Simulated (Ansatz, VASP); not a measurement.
Sb5Mo in VASP and in Ansatz

Contents of INCAR:

```
SYSTEM = Sb5Mo
PREC     = Accurate       ! precision mode
ENCUT    = 600            ! plane-wave cutoff, eV
EDIFF    = 1E-7           ! SCF threshold, eV
ISMEAR   = 0              ! smearing method
SIGMA    = 0.1            ! smearing width, eV
LREAL    = .False.        ! projectors in reciprocal space
LASPH    = .True.         ! aspherical terms in the spheres
NELM     = 100            ! most SCF steps
ALGO     = Normal         ! electronic algorithm
ISIF     = 3              ! what is computed and relaxed
LWAVE    = .False.        ! write WAVECAR
LCHARG   = .False.        ! write CHGCAR
GGA      = PE             ! functional
IBRION   = 2              ! ionic algorithm
NSW      = 90             ! ionic steps
EDIFFG   = -0.04          ! ionic threshold
```

Contents of KPOINTS:

```
regular mesh
0
Gamma
  6 6 1
  0 0 0
```

File POSCAR:

```
Sb5Mo
1.0
    3.3464274100      0.0000000000      0.0000000000
   -1.6732137100      2.8980911500      0.0000000000
    0.0000000000      0.0000000000     16.2661161800
Sb Mo
5 1
Direct
    0.6666666700      0.3333333300      0.8353336500
    0.0000000000      0.0000000000      0.6676422400
    0.6666666700      0.3333333300      0.5000000000
    0.0000000000      0.0000000000      0.3323577600
    0.6666666700      0.3333333300      0.1646663500
    0.0000000000      0.0000000000      0.0000000000
```

Input for Ansatz:

```yaml
crystal:
  lattice:
    - [3.34642741, 0.0, 0.0]
    - [-1.67321371, 2.89809115, 0.0]
    - [0.0, 0.0, 16.26611618]
  atoms:
    - { symbol: Sb, position: [0.66666667, 0.33333333, 0.83533365] }
    - { symbol: Sb, position: [0.0, 0.0, 0.66764224] }
    - { symbol: Sb, position: [0.66666667, 0.33333333, 0.5] }
    - { symbol: Sb, position: [0.0, 0.0, 0.33235776] }
    - { symbol: Sb, position: [0.66666667, 0.33333333, 0.16466635] }
    - { symbol: Mo, position: [0.0, 0.0, 0.0] }
basis:
  ecutwfc: 420
kpoints:
  mp_grid: { grid: [6, 6, 1] }
hamiltonian:
  xc: pbe
scf:
  occupations: { method: gaussian, width: 0.1 }
  lower_state_search: "off"
output:
  forces: true
  stress: true
  eigenvalues: true
relax:
  adjacent_minimum: "off"
  f_tol: 0.04
  max_steps: 70
  cell: { stress_tol: 0.4 }
```

Change from the starting cell: species swapped into the MgCd5 type (P-6m2, No. 187).

Alike in both runs: task relaxation of cell and atoms; functional PBE; k mesh 6 × 6 × 1; occupations gaussian, width 0.1 eV; no spin polarisation.

|  | VASP | Ansatz |
| --- | --- | --- |
| version | VASP 6.6.1 | Ansatz 0.2.0 |
| potentials or method | VASP PAW PBE potentials, release 64 (Sb, Mo_sv), cutoff 600 eV | scalar-relativistic, plane waves, PAW |
| valence electrons in the cell | 39 | 89 |

Ansatz gave:

* gap on the k mesh at the Fermi level, each at its own relaxed structure (eV): none
* relaxed volume (Å³/atom): 25.33
* relaxed length of the cell vector where the two differ most in proportion (Å): 15.501

**Question.** Which values does VASP return?

**Answer.** gap on the k mesh at the Fermi level, each at its own relaxed structure (eV): none; relaxed volume (Å³/atom): 25.36; relaxed length of the cell vector where the two differ most in proportion (Å): 15.560.

A gap of «none» marks a metal or a gap that the smearing closes. VASP's potentials hold 39 valence electrons a cell and Ansatz's 89, so a difference there can come from the potentials and not from the codes.

The k mesh is coarse, so the values compare programs but aren't converged. Spin-orbit coupling is off throughout.
